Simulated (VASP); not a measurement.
A run of VASP 6.6.1:

The input INCAR:

```
PREC = Accurate
ENCUT = 520
EDIFF = 1E-6
ISMEAR = 0
SIGMA = 0.1
LREAL = False
LASPH = True
NELM = 60
ALGO = Normal
ISIF = 2
LWAVE = False
LCHARG = True
GGA = PS
LELF = True
LVHAR = True
NBANDS = 36
```

File KPOINTS:

```
Automatic mesh
0
Gamma
  5 5 5
```

POSCAR

```
Sn3Bi
1.0
    0.0000000000      3.8490170000      3.8490170000
    3.8490170000      0.0000000000      3.8490170000
    3.8490170000      3.8490170000      0.0000000000
Sn Bi
3 1
Direct
    0.0000000000      0.0000000000      0.0000000000
    0.2500000000      0.2500000000      0.2500000000
    0.7500000000      0.7500000000      0.7500000000
    0.5000000000      0.5000000000      0.5000000000
```

Potentials or basis: VASP PAW PBE potentials, release 64 (Sn_d, Bi_d).

Run with:

```bash
$ cat potpaw_PBE.64/Sn_d/POTCAR potpaw_PBE.64/Bi_d/POTCAR > POTCAR
$ mpirun -np 1 vasp_std > vasp.out
```

Hardware: 1 thread of Intel Xeon 6975P-C, on a shared host.

Q: Estimate the wall time of this run.

A: Wall time 69 s on 1 thread of Intel Xeon 6975P-C, on a shared host, peak memory 0.25 GiB. Counts: scf iterations 11, k points 10.
